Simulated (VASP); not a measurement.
ReW3, 4 atoms in the cell. The structure is orthorhombic, space group Cmmm (No. 65). Conventional cell: a = 3.102 Å, b = 4.472 Å, c = 8.792 Å, α = 90.00°, β = 90.00°, γ = 90.00°. Within 3.6 Å of Re (site symmetry mmm) lie 6 Re at 2.72 to 3.10 Å and 8 W at 2.97 to 3.38 Å. W (site symmetry mm2) has 10 W at 2.42 to 3.10 Å and 2 Re at 2.97 Å within 3.2 Å. Within 3.2 Å of W (site symmetry mmm) lie 14 W at 2.42 to 3.10 Å.  This cell differs from its parent crystal: strained.

```yaml
Program: VASP 6.6.1
Task: single point
Functional: PBEsol
Potentials_or_basis: VASP PAW PBE potentials, release 64 (Re_sv_GW, W_sv)
Cutoff: 560 eV
k_mesh: 16 × 16 × 6
Occupations: gaussian, width 0.1 eV
Spin: no spin polarisation
Dipole_correction: no
Further_INCAR_settings: ALGO = Normal; EDIFF = 1e-06; NBANDS = 36
```

Potentials or basis: VASP PAW PBE potentials, release 64 (Re_sv_GW, W_sv).

Launch:

```console
$ cat potpaw_PBE.64/Re_sv_GW/POTCAR potpaw_PBE.64/W_sv/POTCAR > POTCAR
$ mpirun -np 1 vasp_std > vasp.out
```

Hardware: 1 thread of Intel(R) Xeon(R) Platinum 8375C CPU @ 2.90GHz (Ice Lake), with other jobs on the host.

Problem. How long does it take, and how much memory?

Solution. Run time: 32 min on 1 thread of Intel(R) Xeon(R) Platinum 8375C CPU @ 2.90GHz (Ice Lake), on a shared host, peak memory 0.68 GiB. Counts: scf iterations 36, k points 292.
